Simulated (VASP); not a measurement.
# Sr (I4/mmm) in VASP: a series of runs, part 3 of 3

VASP 6.6.1. Earlier steps stand in the parts before.

**4. Single point, PBE (strain +0.000 along x and y, +0.080 along z)**

The input, INCAR:

```
PREC     = Accurate       # precision mode
ENCUT    = 520            # plane-wave cutoff, eV
EDIFF    = 1E-6           # SCF threshold, eV
ISMEAR   = 0              # smearing method
SIGMA    = 0.15           # smearing width, eV
LREAL    = False          # projectors in reciprocal space
LASPH    = True           # aspherical terms in the spheres
NELM     = 100            # most SCF steps
ALGO     = Normal         # electronic algorithm
ISIF     = 2              # what is computed and relaxed
LWAVE    = False          # write WAVECAR
LCHARG   = False          # write CHGCAR
GGA      = PE             # functional
NBANDS   = 11             # bands
```

The input, KPOINTS:

```
Automatic mesh
0
Gamma
  14 14 14
```

The input, POSCAR:

```
Sr
1.0
    0.0000000000      3.0423500000      3.2857380000
    3.0423500000      0.0000000000      3.2857380000
    3.0423500000      3.0423500000      0.0000000000
Sr
1
Direct
    0.0000000000      0.0000000000      0.0000000000
```

Potentials or basis: VASP PAW PBE potentials, release 64 (Sr_sv).

Command:

```sh
$ cat potpaw_PBE.64/Sr_sv/POTCAR > POTCAR
$ mpirun -np 1 vasp_std > vasp.out
```

OUTCAR:

```text
PREC = Accurate
   ENCUT = 520
   EDIFF = 1E-6
   ISMEAR = 0
   LREAL = False
   LASPH = True
   NELM = 100
   ISIF = 2
   GGA = PE

 ion  position               nearest neighbor table
   1  0.000  0.000  0.000-

  LATTYP: Found a body centered tetragonal cell.
 ALAT       =     4.3025326315
 C/A-ratio  =     1.5273506474

  Lattice vectors:

 A1 = (  -3.0423500000,   0.0000000000,   3.2857380000)
 A2 = (   3.0423500000,   0.0000000000,   3.2857380000)
 A3 = (   0.0000000000,   3.0423500000,  -3.2857380000)

Analysis of symmetry for initial positions (statically):
=====================================================================
 Subroutine PRICEL returns:
 Original cell was already a primitive cell.

 Routine SETGRP: Setting up the symmetry group for a
 body centered tetragonal supercell.

 Subroutine GETGRP returns: Found 16 space group operations
 (whereof 16 operations were pure point group operations)
 out of a pool of 16 trial point group operations.

The static configuration has the point symmetry D_4h.

Analysis of symmetry for dynamics (positions and initial velocities):
=====================================================================
 Subroutine PRICEL returns:
 Original cell was already a primitive cell.

 Routine SETGRP: Setting up the symmetry group for a
 body centered tetragonal supercell.

 Subroutine GETGRP returns: Found 16 space group operations
 (whereof 16 operations were pure point group operations)
 out of a pool of 16 trial point group operations.

The dynamic configuration has the point symmetry D_4h.

 Subroutine INISYM returns: Found 16 space group operations
 (whereof 16 operations are pure point group operations),
 and found     1 'primitive' translations

----------------------------------------------------------------------------------------

                                     Primitive cell

  volume of cell :      60.8249

  direct lattice vectors                    reciprocal lattice vectors
     0.000000000  3.042350000  3.285738000    -0.164346640  0.164346640  0.152172815
     3.042350000  0.000000000  3.285738000     0.164346640 -0.164346640  0.152172815
     3.042350000  3.042350000  0.000000000     0.164346640  0.164346640 -0.152172815

  length of vectors
     4.477942354  4.477942354  4.302532631     0.277806050  0.277806050  0.277806050

  position of ions in fractional coordinates (direct lattice)
     0.000000000  0.000000000  0.000000000

  ion indices of the primitive-cell ions
   primitive index   ion index
                 1           1

----------------------------------------------------------------------------------------

 KPOINTS: Automatic mesh

Automatic generation of k-mesh.
 Grid dimensions read from file:
 generate k-points for:   14   14   14

 Generating k-lattice:

  Cartesian coordinates                     Fractional coordinates (reciprocal lattice)
    -0.011739046  0.011739046  0.010869487     0.071428571 -0.000000000  0.000000000
     0.011739046 -0.011739046  0.010869487    -0.000000000  0.071428571  0.000000000
     0.011739046  0.011739046 -0.010869487     0.000000000  0.000000000  0.071428571

  Length of vectors
     0.019843289  0.019843289  0.019843289

  Shift w.r.t. Gamma in fractional coordinates (k-lattice)
     0.000000000  0.000000000  0.000000000

 Subroutine IBZKPT returns following result:
 ===========================================

 Found    244 irreducible k-points:

 Following reciprocal coordinates:
            Coordinates               Weight
  0.000000  0.000000  0.000000      1.000000
  0.071429  0.000000  0.000000      8.000000
  0.142857 -0.000000  0.000000      8.000000
  0.214286  0.000000  0.000000      8.000000
  0.285714  0.000000  0.000000      8.000000
  0.357143 -0.000000  0.000000      8.000000
[... 16 lines left out ...]
  0.214286  0.142857  0.000000      8.000000
  0.285714  0.142857  0.000000      8.000000
 [... further k-points ...]
   k-points           NKPTS =    244   k-points in BZ     NKDIM =    244   number of bands    NBANDS=     11
   number of dos      NEDOS =    301   number of ions     NIONS =      1
   total plane-waves  NPLWV =  41472
   dimension x,y,z NGX =    36 NGY =   36 NGZ =   32
   dimension x,y,z NGXF=    72 NGYF=   72 NGZF=   64
   ions per type =               1
   NGX,Y,Z   is equivalent  to a cutoff of  13.37, 13.37, 12.36 a.u.
   NGXF,Y,Z  is equivalent  to a cutoff of  26.73, 26.73, 24.73 a.u.
 SYSTEM =  unknown system
   PREC   = accura    normal or accurate (medium, high low for compatibility)
   ISTART =      0    job   : 0-new  1-cont  2-samecut
   ICHARG =      2    charge: 1-file 2-atom 10-const
   ISPIN  =      1    spin polarized calculation?
   LNONCOLLINEAR =      F non collinear calculations
   LSORBIT =      F    spin-orbit coupling
   LASPH  =      T    aspherical Exc in radial PAW
   ENCUT  =  520.0 eV  38.22 Ry    6.18 a.u.   8.33  8.33  8.00*2*pi/ulx,y,z
   NELM   =    100;   NELMIN=  2; NELMDL= -5     # of ELM steps
   EDIFF  = 0.1E-05   stopping-criterion for ELM
   LREAL  =      F    real-space projection
   EDIFFG = 0.1E-04   stopping-criterion for IOM
   NSW    =      0    number of steps for IOM
   IBRION =     -1    ionic relax: 0-MD 1-quasi-New 2-CG
   NFREE  =      0    steps in history (QN), initial steepest desc. (CG)
   ISIF   =      2    stress and relaxation
   ISYM   =      2    0-nonsym 1-usesym 2-fastsym
   POTIM  = 0.5000    time-step for ionic-motion
   TEBEG  =    0.0;   TEEND  =   0.0 temperature during run
   PSTRESS=    0.0 pullay stress
   NELECT =      10.0000    total number of electrons
   NUPDOWN=      -1.0000    fix difference up-down
   EMIN   =  10.00;   EMAX   =-10.00  energy-range for DOS
   EFERMI =   0.00;   METHOD = LEGACY
   ISMEAR =     0;   SIGMA  =   0.15  broadening in eV -4-tet -1-fermi 0-gaus
   EFERMI_NEDOS =   21; number of points for ismear=-14 and -15
   IALGO  =     38    algorithm
   IMIX   =      4    mixing-type and parameters
     AMIX     =   0.40;   BMIX     =  1.00
     AMIX_MAG =   1.60;   BMIX_MAG =  1.00
  volume/ion in A,a.u.               =      60.82       410.47
  Fermi-wavevector in a.u.,A,eV,Ry     =   0.896839  1.694780 10.943437  0.804320
  Thomas-Fermi vector in A             =   2.019348
   LORBIT       =      0    0 simple, 1 ext, 2 COOP (PROOUT), +10 PAW based schemes
   GGA     = PE    functional components
   LHFCALC =     F    Hartree Fock is set to
   AEXX    =    0.0000 exact exchange contribution
   IVDW    =     0    specifies the selected vdW correction
   LEPSILON=     F    determine dielectric tensor
   LRPA    =     F    only Hartree local field effects (RPA)
 non-spin polarized calculation
 Gauss-broadening in eV      SIGMA  =   0.15
  energy-cutoff  :      520.00
  volume of cell :       60.82
 maximum number of plane-waves:      1668
 NGX is ok and might be reduce to    36
   NGX = 17   NGY = 17   NGZ = 15

 number of electron      10.0000000 magnetization

 Free energy of the ion-electron system (eV)
  ---------------------------------------------------
  ext. energy  EPLUGINS =         0.00000000
  ---------------------------------------------------
  free energy    TOTEN  =        -1.62082181 eV

  energy without entropy =       -1.60422881  energy(sigma->0) =       -1.61252531

 E-fermi :   1.2392     XC(G=0):  -7.0528

 val. band max:        1.2372554232   @ k =  -0.3571   0.2143   0.1429
 cond. band min:       1.2394406120   @ k =  -0.4286   0.1429   0.0000
 fundamental gap:      0.0021851887
 Fermi energy:         1.2392481066

 k-point     1 :       0.0000    0.0000    0.0000
  band No.  band energies     occupation
      1     -35.5743      2.00000
      2     -17.4778      2.00000
      3     -17.4723      2.00000
      4     -17.4723      2.00000
      5      -2.2354      2.00000
      6       3.2428      0.00000
      7       3.6306      0.00000
      8       3.6306      0.00000
      9       4.4576      0.00000
     10       5.0767      0.00000
     11       8.0945      0.00000

 k-point     2 :       0.0714    0.0000    0.0000
  band No.  band energies     occupation
      1     -35.5739      2.00000
      2     -17.4818      2.00000
      3     -17.4765      2.00000
      4     -17.4728      2.00000
      5      -2.1604      2.00000
      6       3.2273      0.00000
      7       3.5566      0.00000
      8       3.6684      0.00000
      9       4.4276      0.00000
     10       5.0163      0.00000
     11       8.2874      0.00000
[... 295 lines left out ...]
 k-point    24 :       0.2857    0.1429    0.0000
  band No.  band energies     occupation
      1     -35.5699      2.00000
      2     -17.5373      2.00000
      3     -17.4927      2.00000
      4     -17.4861      2.00000
      5      -1.2716      2.00000
      6       2.4399      0.00000
      7       3.1671      0.00000
      8       4.0149      0.00000
      9       4.3294      0.00000
     10       5.2768      0.00000
     11       8.0991      0.00000

 [... further k-points ...]
[... 5 lines left out ...]
  --------------------------------------------------------------------------------------
  -------------------------------------------------------------------------------------
  Total       -0.3156746     -0.3156746     -0.5258761      0.0000000     -0.0000000      0.0000000
  in kB       -8.3151292     -8.3151292    -13.8520079      0.0000000     -0.0000000      0.0000000
  external PRESSURE =     -10.1607554 kB  Pullay stress =       0.0000000 kB

 VOLUME and BASIS-vectors are now :
 -----------------------------------------------------------------------------
  energy-cutoff  :      520.00
  volume of cell :       60.82
      direct lattice vectors                 reciprocal lattice vectors
     0.000000000  3.042350000  3.285738000    -0.164346640  0.164346640  0.152172815
     3.042350000  0.000000000  3.285738000     0.164346640 -0.164346640  0.152172815
     3.042350000  3.042350000  0.000000000     0.164346640  0.164346640 -0.152172815

 POSITION                                       TOTAL-FORCE (eV/Angst)
 -----------------------------------------------------------------------------------
      0.00000      0.00000      0.00000         0.000000     -0.000000      0.000000
 -----------------------------------------------------------------------------------
    total drift:                               -0.000000      0.000000      0.000000

  FREE ENERGIE OF THE ION-ELECTRON SYSTEM (eV)
  ---------------------------------------------------
  free  energy   TOTEN  =        -1.6208218100 eV

  energy  without entropy=       -1.6042288070  energy(sigma->0) =       -1.61252531
```

Run time: 57 s. Hardware: 1 thread of Intel Xeon 6975P-C (Granite Rapids), shared host; peak memory 0.31 GiB.

Results:

```yaml
Free_energy: -1.6208 eV
Pressure: -1.0 GPa
Band_gap_on_the_k_mesh: zero (band 5 reaches 1.38 eV, above the bottom of band 6 at 1.22 eV)
```

Stress tensor (GPa, compression positive):
```
-0.83  0.00  0.00
 0.00 -0.83  0.00
 0.00  0.00 -1.39
```

Levels at points of the mesh, in eV from the Fermi level:
```tsv
k point	band 3	band 4	band 5	band 6	band 7	band 8
(0.00, 0.00, 0.00)	-18.71	-18.71	-3.47	2.00	2.39	2.39
(0.50, 0.00, 0.00)	-18.74	-18.72	-1.05	-0.02	1.88	2.34
(0.50, 0.50, 0.00)	-18.75	-18.75	-0.69	0.50	0.53	4.53
(0.50, 0.00, 0.50)	-18.78	-18.76	-0.45	0.40	1.08	4.31
```

Caveat: the cell differs from its parent crystal (strain +0.000 along x and y, +0.080 along z).

**5. Single point, PBE (strain +0.000 along x and y, -0.080 along z)**

The input, INCAR:

```
ALGO = Normal ; EDIFF = 1E-7
ENCUT = 520 ; GGA = PE
ISIF = 2 ; ISMEAR = 0
LASPH = T ; LCHARG = F
LREAL = F ; LWAVE = F
NBANDS = 11 ; NELM = 100
PREC = Accurate ; SIGMA = 0.15
```

The input, KPOINTS:

```
k-points
0
Gamma
  14 14 14
```

The input, POSCAR:

```
Sr
1.0
    0.0000000000      3.0423500000      2.7989620000
    3.0423500000      0.0000000000      2.7989620000
    3.0423500000      3.0423500000      0.0000000000
Sr
1
Direct
    0.0000000000      0.0000000000      0.0000000000
```

Command:

```sh
$ cat potpaw_PBE.64/Sr_sv/POTCAR > POTCAR
$ mpirun -np 1 vasp_std > vasp.out
```

Wall time 72 s (1 thread of Intel Xeon Platinum 8259CL at 2.50GHz (Skylake/Cascade Lake), shared host); peak memory 0.28 GiB.

It converged, with:

| Property | Result |
| --- | --- |
| Free energy | -1.6359 eV |
| Pressure | 0.7 GPa |
| Band gap on the k mesh | zero (band 5 reaches 1.88 eV, above the bottom of band 6 at 1.75 eV) |

Stress tensor (GPa, compression positive):
```
0.66 0.00 0.00
0.00 0.66 0.00
0.00 0.00 0.87
```

Levels at points of the mesh, in eV from the Fermi level:
```csv
k point,band 2,band 3,band 4,band 5,band 6,band 7,band 8,band 9
"(0.00, 0.00, 0.00)",-18.39,-18.39,-18.39,-3.74,2.28,2.28,2.71,3.58
"(0.50, 0.00, 0.00)",-18.63,-18.44,-18.41,-1.15,0.14,1.94,2.54,4.87
"(0.50, 0.50, 0.00)",-18.61,-18.50,-18.50,-0.59,0.14,1.72,5.06,5.15
"(0.50, 0.00, 0.50)",-18.62,-18.48,-18.45,-0.79,0.39,0.94,4.93,5.13
```

Caveat: the cell differs from its parent crystal (strain +0.000 along x and y, -0.080 along z).

**6. Overview**

```csv
cell,gap on the mesh (eV),pressure (GPa)
"a = 4.045, b = 4.045, c = 4.130 Å, angles 59.3, 59.3, 61.4°, 1 atom",-,2.1
"a = 4.134, b = 4.134, c = 3.958 Å, angles 61.4, 61.4, 57.2°, 1 atom",-,2.1
"a = 4.478, b = 4.478, c = 4.303 Å, angles 61.3, 61.3, 57.4°, 1 atom",none,-1.0
"a = 4.134, b = 4.134, c = 4.303 Å, angles 58.6, 58.6, 62.7°, 1 atom",none,0.7
```

Alike in all rows: task single point; level PBE; potentials or basis VASP PAW PBE potentials, release 64 (Sr_sv); no spin polarisation; k mesh 14 × 14 × 14; cutoff (eV) 520; smearing gaussian 0.15 eV.

Absolute energies hang on the potentials; compare differences alone.
